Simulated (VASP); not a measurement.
Set up this calculation in VASP 6.6.1, as the native input.

```yaml
Task: single point
Functional: r2SCAN
Potentials_or_basis: VASP PAW PBE potentials, release 64 (Ti_sv)
Cutoff: 520 eV
k_mesh: 9 × 9 × 13
Occupations: fermi-dirac, width 0.1 eV
Spin: no spin polarisation
Dipole_correction: no
Further_INCAR_settings: ALGO = Normal; EDIFF = 1e-06; NBANDS = 25
```

Crystal: Ti.

```
Ti
1.0
     4.56799    0.00000    0.00000
    -2.28400    3.95600    0.00000
     0.00000    0.00000    2.82585
Ti
3
Direct
  0.00000 0.00000 0.00000
  0.33333 0.66667 0.50000
  0.66667 0.33333 0.50000
```

This isn't the form of Ti at room conditions, which is hcp.

The input as run:

POSCAR

```
Ti
1.0
    4.5679923465      0.0000000000      0.0000000000
   -2.2839961733      3.9559974164      0.0000000000
    0.0000000000      0.0000000000      2.8258480747
Ti
3
Direct
    1.0000000000      1.0000000000      0.0000000000
    0.3333333333      0.6666666667      0.5000000000
    0.6666666667      0.3333333333      0.5000000000
```

INCAR.step1

```
ALGO     = Normal         # electronic algorithm
EDIFF    = 1E-4           # SCF threshold, eV
ENCUT    = 520            # plane-wave cutoff, eV
GGA      = PE             # functional
ISMEAR   = -1             # smearing method
LASPH    = T              # aspherical terms in the spheres
LCHARG   = F              # write CHGCAR
LREAL    = F              # projectors in reciprocal space
LWAVE    = T              # write WAVECAR
NBANDS   = 25             # bands
NELM     = 100            # most SCF steps
PREC     = Accurate       # precision mode
SIGMA    = 0.1            # smearing width, eV
```

INCAR.step2

```
ALGO     = Normal         # electronic algorithm
EDIFF    = 1E-6           # SCF threshold, eV
ENCUT    = 520            # plane-wave cutoff, eV
ISIF     = 2              # what is computed and relaxed
ISMEAR   = -1             # smearing method
ISTART   = 1            
LASPH    = T              # aspherical terms in the spheres
LCHARG   = T              # write CHGCAR
LELF     = T              # ELF
LMIXTAU  = T            
LREAL    = F              # projectors in reciprocal space
LVHAR    = T            
LWAVE    = F              # write WAVECAR
METAGGA  = R2SCAN         # meta-GGA
NBANDS   = 25             # bands
NELM     = 100            # most SCF steps
PREC     = Accurate       # precision mode
SIGMA    = 0.1            # smearing width, eV
```

KPOINTS

```
k-points
0
Gamma
  9 9 13
```

Potentials or basis: VASP PAW PBE potentials, release 64 (Ti_sv).

Run with:

```sh
$ cat potpaw_PBE.64/Ti_sv/POTCAR > POTCAR
$ cp INCAR.step1 INCAR
$ mpirun -np 1 vasp_std > vasp.out
$ cp INCAR.step2 INCAR
$ mpirun -np 1 vasp_std > vasp.out
```

It gave:

```
Pressure               : 0.4 GPa
Band gap on the k mesh : zero (bands 18 and 19 overlap by 0.20 eV)
```

Caveat: the PAW data sets were made with another functional, which shifts forces and pressure a little.

Run time: 4.6 min on 1 thread of AMD EPYC 9R45 96-Core Processor (Zen 5), with other jobs on the host, peak memory 0.2 GiB.
